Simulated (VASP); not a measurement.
# Sc (Fm-3m) in VASP: a series of runs

Sc is run at these levels: PBEsol; tasks: single point, relaxation of cell and atoms.

Program: VASP 6.6.1. These are calculated values, not measurements. Logs are shortened: lines on timing, memory, paths and dates and some standing lists are left out, and cuts for length are marked.

**1. The cell of the first run**

The structure is cubic, space group Fm-3m (No. 225). Conventional cell: a = 4.552 Å, b = 4.552 Å, c = 4.552 Å, α = 90.00°, β = 90.00°, γ = 90.00°. Sc (site symmetry m-3m) has 12 Sc at 3.22 Å within 4.2 Å.

This isn't the form of Sc at room conditions, which is hcp.

**2. Single point, PBEsol**

Input file INCAR:

```
SYSTEM = Sc
ALGO = Normal
EDIFF = 1E-6
ENCUT = 520
GGA = PS
ISIF = 2
ISMEAR = 0
LASPH = .TRUE.
LCHARG = .FALSE.
LREAL = .FALSE.
LWAVE = .FALSE.
NBANDS = 12
NELM = 100
PREC = Accurate
SIGMA = 0.1
```

Input file KPOINTS:

```
k-points
0
G
  16 16 16
  0 0 0
```

Input file POSCAR:

```
Sc
1.0
    0.0000000000      2.2760136866      2.2760136866
    2.2760136866      0.0000000000      2.2760136866
    2.2760136866      2.2760136866      0.0000000000
Sc
1
Direct
    0.0000000000      0.0000000000      0.0000000000
```

Potentials or basis: VASP PAW PBE potentials, release 64 (Sc_sv).

The run is started by

```
cat potpaw_PBE.64/Sc_sv/POTCAR > POTCAR
mpirun -np 1 vasp_std > vasp.out
```

OUTCAR:

```text
SYSTEM = Sc
   EDIFF = 1E-6
   ENCUT = 520
   GGA = PS
   ISIF = 2
   ISMEAR = 0
   LASPH = .TRUE.
   LREAL = .FALSE.
   NELM = 100
   PREC = Accurate

 ion  position               nearest neighbor table
   1  0.000  0.000  0.000-

  LATTYP: Found a face centered cubic cell.
 ALAT       =     4.5520273732

  Lattice vectors:

 A1 = (   0.0000000000,   2.2760136866,   2.2760136866)
 A2 = (   2.2760136866,   0.0000000000,   2.2760136866)
 A3 = (   2.2760136866,   2.2760136866,   0.0000000000)

Analysis of symmetry for initial positions (statically):
=====================================================================
 Subroutine PRICEL returns:
 Original cell was already a primitive cell.

 Routine SETGRP: Setting up the symmetry group for a
 face centered cubic supercell.

 Subroutine GETGRP returns: Found 48 space group operations
 (whereof 48 operations were pure point group operations)
 out of a pool of 48 trial point group operations.

The static configuration has the point symmetry O_h .

Analysis of symmetry for dynamics (positions and initial velocities):
=====================================================================
 Subroutine PRICEL returns:
 Original cell was already a primitive cell.

 Routine SETGRP: Setting up the symmetry group for a
 face centered cubic supercell.

 Subroutine GETGRP returns: Found 48 space group operations
 (whereof 48 operations were pure point group operations)
 out of a pool of 48 trial point group operations.

The dynamic configuration has the point symmetry O_h .

 Subroutine INISYM returns: Found 48 space group operations
 (whereof 48 operations are pure point group operations),
 and found     1 'primitive' translations

----------------------------------------------------------------------------------------

                                     Primitive cell

  volume of cell :      23.5806

  direct lattice vectors                    reciprocal lattice vectors
     0.000000000  2.276013687  2.276013687    -0.219682334  0.219682334  0.219682334
     2.276013687  0.000000000  2.276013687     0.219682334 -0.219682334  0.219682334
     2.276013687  2.276013687  0.000000000     0.219682334  0.219682334 -0.219682334

  length of vectors
     3.218769424  3.218769424  3.218769424     0.380500965  0.380500965  0.380500965

  position of ions in fractional coordinates (direct lattice)
     0.000000000  0.000000000  0.000000000

  ion indices of the primitive-cell ions
   primitive index   ion index
                 1           1

----------------------------------------------------------------------------------------

 KPOINTS: k-points

Automatic generation of k-mesh.
 Grid dimensions read from file:
 generate k-points for:   16   16   16

 Generating k-lattice:

  Cartesian coordinates                     Fractional coordinates (reciprocal lattice)
    -0.013730146  0.013730146  0.013730146     0.062500000  0.000000000  0.000000000
     0.013730146 -0.013730146  0.013730146     0.000000000  0.062500000  0.000000000
     0.013730146  0.013730146 -0.013730146     0.000000000  0.000000000  0.062500000

  Length of vectors
     0.023781310  0.023781310  0.023781310

  Shift w.r.t. Gamma in fractional coordinates (k-lattice)
     0.000000000  0.000000000  0.000000000

 Subroutine IBZKPT returns following result:
 ===========================================

 Found    145 irreducible k-points:

 Following reciprocal coordinates:
            Coordinates               Weight
  0.000000  0.000000  0.000000      1.000000
  0.062500  0.000000  0.000000      8.000000
  0.125000  0.000000  0.000000      8.000000
  0.187500  0.000000  0.000000      8.000000
  0.250000  0.000000  0.000000      8.000000
  0.312500  0.000000  0.000000      8.000000
[... 16 lines left out ...]
 -0.125000  0.062500  0.000000     24.000000
 -0.062500  0.062500  0.000000     12.000000
 [... further k-points ...]
   k-points           NKPTS =    145   k-points in BZ     NKDIM =    145   number of bands    NBANDS=     12
   number of dos      NEDOS =    301   number of ions     NIONS =      1
   total plane-waves  NPLWV =  13824
   dimension x,y,z NGX =    24 NGY =   24 NGZ =   24
   dimension x,y,z NGXF=    48 NGYF=   48 NGZF=   48
   ions per type =               1
   NGX,Y,Z   is equivalent  to a cutoff of  12.40, 12.40, 12.40 a.u.
   NGXF,Y,Z  is equivalent  to a cutoff of  24.79, 24.79, 24.79 a.u.
 SYSTEM =  Sc
   PREC   = accura    normal or accurate (medium, high low for compatibility)
   ISTART =      0    job   : 0-new  1-cont  2-samecut
   ICHARG =      2    charge: 1-file 2-atom 10-const
   ISPIN  =      1    spin polarized calculation?
   LNONCOLLINEAR =      F non collinear calculations
   LSORBIT =      F    spin-orbit coupling
   LASPH  =      T    aspherical Exc in radial PAW
   ENCUT  =  520.0 eV  38.22 Ry    6.18 a.u.   5.98  5.98  5.98*2*pi/ulx,y,z
   NELM   =    100;   NELMIN=  2; NELMDL= -5     # of ELM steps
   EDIFF  = 0.1E-05   stopping-criterion for ELM
   LREAL  =      F    real-space projection
   EDIFFG = 0.1E-04   stopping-criterion for IOM
   NSW    =      0    number of steps for IOM
   IBRION =     -1    ionic relax: 0-MD 1-quasi-New 2-CG
   NFREE  =      0    steps in history (QN), initial steepest desc. (CG)
   ISIF   =      2    stress and relaxation
   ISYM   =      2    0-nonsym 1-usesym 2-fastsym
   POTIM  = 0.5000    time-step for ionic-motion
   TEBEG  =    0.0;   TEEND  =   0.0 temperature during run
   PSTRESS=    0.0 pullay stress
   NELECT =      11.0000    total number of electrons
   NUPDOWN=      -1.0000    fix difference up-down
   EMIN   =  10.00;   EMAX   =-10.00  energy-range for DOS
   EFERMI =   0.00;   METHOD = LEGACY
   ISMEAR =     0;   SIGMA  =   0.10  broadening in eV -4-tet -1-fermi 0-gaus
   EFERMI_NEDOS =   21; number of points for ismear=-14 and -15
   IALGO  =     38    algorithm
   IMIX   =      4    mixing-type and parameters
     AMIX     =   0.40;   BMIX     =  1.00
     AMIX_MAG =   1.60;   BMIX_MAG =  1.00
  volume/ion in A,a.u.               =      23.58       159.13
  Fermi-wavevector in a.u.,A,eV,Ry     =   1.269660  2.399310 21.933097  1.612037
  Thomas-Fermi vector in A             =   2.402690
   LORBIT       =      0    0 simple, 1 ext, 2 COOP (PROOUT), +10 PAW based schemes
   GGA     = PS    functional components
   LHFCALC =     F    Hartree Fock is set to
   AEXX    =    0.0000 exact exchange contribution
   IVDW    =     0    specifies the selected vdW correction
   LEPSILON=     F    determine dielectric tensor
   LRPA    =     F    only Hartree local field effects (RPA)
 non-spin polarized calculation
 Gauss-broadening in eV      SIGMA  =   0.10
  energy-cutoff  :      520.00
  volume of cell :       23.58
 maximum number of plane-waves:       652
   NGX = 11   NGY = 11   NGZ = 11

 number of electron      10.9999997 magnetization

 Free energy of the ion-electron system (eV)
  ---------------------------------------------------
  ext. energy  EPLUGINS =         0.00000000
  ---------------------------------------------------
  free energy    TOTEN  =        -6.56388044 eV

  energy without entropy =       -6.55448761  energy(sigma->0) =       -6.55918403

 E-fermi :   3.8980     XC(G=0): -10.1693

 val. band max:        3.8939526866   @ k =   0.4375   0.2500   0.0625
 cond. band min:       3.9123170719   @ k =  -0.3125   0.2500   0.0625
 fundamental gap:      0.0183643853
 Fermi energy:         3.8979766453

 k-point     1 :       0.0000    0.0000    0.0000
  band No.  band energies     occupation
      1     -45.2051      2.00000
      2     -23.6807      2.00000
      3     -23.6807      2.00000
      4     -23.6807      2.00000
      5      -1.3844      2.00000
      6       5.5356      0.00000
      7       5.5356      0.00000
      8       5.5356      0.00000
      9       7.0026      0.00000
     10       7.0026      0.00000
     11      16.6641      0.00000
     12      20.2050      0.00000

 k-point     2 :       0.0625    0.0000    0.0000
  band No.  band energies     occupation
      1     -45.2024      2.00000
      2     -23.6991      2.00000
      3     -23.6831      2.00000
      4     -23.6831      2.00000
      5      -1.2808      2.00000
      6       5.4566      0.00000
      7       5.5750      0.00000
      8       5.5750      0.00000
      9       6.9740      0.00000
     10       6.9740      0.00000
     11      16.7688      0.00000
     12      19.3576      0.00000

 k-point     3 :       0.1250    0.0000    0.0000
  band No.  band energies     occupation
      1     -45.1945      2.00000
      2     -23.7512      2.00000
      3     -23.6897      2.00000
      4     -23.6897      2.00000
      5      -0.9774      2.00000
      6       5.2432      0.00000
      7       5.6730      0.00000
      8       5.6730      0.00000
      9       6.9154      0.00000
     10       6.9154      0.00000
     11      16.9148      0.00000
     12      18.0001      0.00000
[... 286 lines left out ...]
 k-point    23 :      -0.1250    0.0625    0.0000
  band No.  band energies     occupation
      1     -45.1887      2.00000
      2     -23.7822      2.00000
      3     -23.7067      2.00000
      4     -23.6893      2.00000
      5      -0.7479      2.00000
      6       5.0932      0.00000
      7       5.7190      0.00000
      8       5.7588      0.00000
      9       6.7307      0.00000
     10       7.0401      0.00000
     11      16.8829      0.00000
     12      17.5492      0.00000

 k-point    24 :      -0.0625    0.0625    0.0000
  band No.  band energies     occupation
      1     -45.1979      2.00000
      2     -23.7250      2.00000
      3     -23.6936      2.00000
      4     -23.6838      2.00000
      5      -1.1107      2.00000
      6       5.3289      0.00000
      7       5.6371      0.00000
      8       5.6400      0.00000
      9       6.8577      0.00000
     10       7.0085      0.00000
     11      16.9107      0.00000
     12      18.6150      0.00000

 [... further k-points ...]

------------------------ aborting loop because EDIFF is reached ----------------------------------------

  FORCE on cell =-STRESS in cart. coord.  units (eV):
  Direction    XX          YY          ZZ          XY          YZ          ZX
  --------------------------------------------------------------------------------------
  -------------------------------------------------------------------------------------
  Total       -0.0005924     -0.0005924     -0.0005924      0.0000000      0.0000000     -0.0000000
  in kB       -0.0402479     -0.0402479     -0.0402479      0.0000000      0.0000000     -0.0000000
  external PRESSURE =      -0.0402479 kB  Pullay stress =       0.0000000 kB

 VOLUME and BASIS-vectors are now :
 -----------------------------------------------------------------------------
  energy-cutoff  :      520.00
  volume of cell :       23.58
      direct lattice vectors                 reciprocal lattice vectors
     0.000000000  2.276013687  2.276013687    -0.219682334  0.219682334  0.219682334
     2.276013687  0.000000000  2.276013687     0.219682334 -0.219682334  0.219682334
     2.276013687  2.276013687  0.000000000     0.219682334  0.219682334 -0.219682334

 POSITION                                       TOTAL-FORCE (eV/Angst)
 -----------------------------------------------------------------------------------
      0.00000      0.00000      0.00000         0.000000      0.000000      0.000000
 -----------------------------------------------------------------------------------
    total drift:                                0.000000      0.000000      0.000000

  FREE ENERGIE OF THE ION-ELECTRON SYSTEM (eV)
  ---------------------------------------------------
  free  energy   TOTEN  =        -6.5638804448 eV

  energy  without entropy=       -6.5544876130  energy(sigma->0) =       -6.55918403
```

Wall time 42 s (1 thread of Intel Xeon 8259CL, shared host); peak memory 0.16 GiB.

What came out:

- Free energy: -6.5639 eV
- Pressure: 0.0 GPa
- Band gap on the k mesh: zero (an odd number of electrons rules out a gap without spin polarisation)

Levels at points of the mesh, in eV from the Fermi level:
| k point | band 3 | band 4 | band 5 | band 6 | band 7 | band 8 |
| --- | --- | --- | --- | --- | --- | --- |
| (0.00, 0.00, 0.00) | -27.58 | -27.58 | -5.28 | 1.64 | 1.64 | 1.64 |
| (0.50, 0.00, 0.00) | -27.64 | -27.64 | -1.83 | 0.32 | 1.52 | 1.52 |
| (0.50, 0.50, 0.00) | -27.74 | -27.74 | -1.62 | -0.70 | 2.07 | 4.06 |

Caveat: the PAW data sets were made with another functional, which shifts forces and pressure a little.

**3. Relaxation of cell and atoms, PBEsol**

This run uses another cell than the first one, of 24.38 Å³/atom.

Input file INCAR:

```
PREC = Accurate
ENCUT = 600
EDIFF = 1E-7
ISMEAR = 0
SIGMA = 0.1
LREAL = False
LASPH = True
NELM = 80
ALGO = Normal
ISIF = 3
LWAVE = False
LCHARG = False
GGA = PS
IBRION = 2
NSW = 80
EDIFFG = -0.01
```

Input file KPOINTS:

```
Automatic mesh
0
Gamma
  16 16 16
```

Input file POSCAR:

```
Sc
1.0
    0.0000000000      2.3014934419      2.3014934419
    2.3014934419      0.0000000000      2.3014934419
    2.3014934419      2.3014934419      0.0000000000
Sc
1
Direct
    0.0000000000      0.0000000000      0.0000000000
```

Potentials or basis: VASP PAW PBE potentials, release 64 (Sc_sv).

The run is started by

```
cat potpaw_PBE.64/Sc_sv/POTCAR > POTCAR
mpirun -np 1 vasp_std > vasp.out
```

Wall time 2.2 min (1 thread of Intel Xeon 8259CL, shared host); peak memory 0.2 GiB.

It converged, with:

```
Free energy                           : -6.5645 eV
Relaxed volume                        : 23.61 Å³/atom
Relaxed cell                          : a = 3.220 Å, b = 3.220 Å, c = 3.220 Å, α = 60.00°, β = 60.00°, γ = 60.00°
Space group after relaxing (to 0.1 Å) : Fm-3m (No. 225)
Energy gained by relaxing             : 4.1 meV/atom
Ionic steps                           : 3
Pressure after relaxing               : 0.0 GPa
Band gap on the k mesh                : zero (an odd number of electrons rules out a gap without spin polarisation)
```

Step by step:
```csv
step,energy change (eV),largest force (eV/Å),pressure (GPa),volume (Å³)
1,0.0000,0.0000,-1.66,24.38
2,-0.0040,0.0000,0.25,23.50
3,-0.0041,0.0000,0.00,23.61
```

Final structure:
```
Sc
1.0
     0.00000    2.27686    2.27686
     2.27686    0.00000    2.27686
     2.27686    2.27686    0.00000
Sc
1
Direct
  0.00000 0.00000 0.00000
```

Levels at points of the mesh, in eV from the Fermi level:
```csv
k point,band 2,band 3,band 4,band 5,band 6,band 7,band 8,band 9
"(0.00, 0.00, 0.00)",-27.58,-27.58,-27.58,-5.28,1.64,1.64,1.64,3.10
"(0.50, 0.00, 0.00)",-28.05,-27.64,-27.64,-1.83,0.32,1.52,1.52,4.06
"(0.50, 0.50, 0.00)",-28.02,-27.75,-27.75,-1.62,-0.69,2.07,4.05,4.31
```

Caveat: the PAW data sets were made with another functional, which shifts forces and pressure a little.

**4. Single point, PBEsol (Y replaced by Sc, lengths x 0.937, strained)**

Input file INCAR:

```
SYSTEM = Sc
PREC = Accurate
ENCUT = 520
EDIFF = 1E-6
ISMEAR = 0
SIGMA = 0.1
LREAL = .FALSE.
LASPH = .TRUE.
NELM = 100
ALGO = Normal
ISIF = 2
LWAVE = .FALSE.
LCHARG = .FALSE.
GGA = PS
NBANDS = 12
```

Input file KPOINTS:

```
Automatic mesh
0
G
  16 16 16
  0 0 0
```

Input file POSCAR:

```
Sc
1.0
    0.0000000000      2.3020948447      2.3020948447
    2.3020948447      0.0000000000      2.3020948447
    2.3020948447      2.3020948447      0.0000000000
Sc
1
Direct
    0.0000000000      0.0000000000      0.0000000000
```

The run is started by

```
cat potpaw_PBE.64/Sc_sv/POTCAR > POTCAR
mpirun -np 1 vasp_std > vasp.out
```

Wall time 27 s (1 thread of Intel Xeon 8259CL, shared host); peak memory 0.17 GiB.

The run converged. Its results:

```
Free energy            : -6.5597 eV
Pressure               : -1.8 GPa
Band gap on the k mesh : zero (an odd number of electrons rules out a gap without spin polarisation)
```

Levels at points of the mesh, in eV from the Fermi level:
| k point | band 1 | band 2 | band 3 | band 4 | band 5 | band 6 | band 7 | band 8 | band 9 | band 10 |
| --- | --- | --- | --- | --- | --- | --- | --- | --- | --- | --- |
| (0.00, 0.00, 0.00) | -49.19 | -27.69 | -27.69 | -27.69 | -5.22 | 1.59 | 1.59 | 1.59 | 2.99 | 2.99 |
| (0.50, 0.00, 0.00) | -49.13 | -28.11 | -27.75 | -27.75 | -1.79 | 0.26 | 1.48 | 1.48 | 3.91 | 3.91 |
| (0.50, 0.50, 0.00) | -49.11 | -28.08 | -27.84 | -27.84 | -1.55 | -0.64 | 1.95 | 3.90 | 4.15 | 4.15 |

Caveat: the cell differs from its parent crystal (Y replaced by Sc, lengths x 0.937, strained); the PAW data sets were made with another functional, which shifts forces and pressure a little.

**5. Overview**

| task | cell | cutoff (eV) | gap on the mesh (eV) | pressure (GPa) |
| --- | --- | --- | --- | --- |
| single point | a = 3.219 Å, angles 60.0°, 1 atom | 520 | none | 0.0 |
| relaxation of cell and atoms | relaxed from a = 3.255 Å, angles 60.0°, 1 atom | 600 | none | 0.0 |
| single point | a = 3.256 Å, angles 60.0°, 1 atom | 520 | none | -1.8 |

Alike in all rows: level PBEsol; potentials or basis VASP PAW PBE potentials, release 64 (Sc_sv); no spin polarisation; k mesh 16 × 16 × 16; smearing gaussian 0.1 eV.

Caveats: the PAW data sets were made with another functional, which shifts forces and pressure a little.

Total energies depend on the potentials used, so only differences within one code and one set of settings carry meaning.
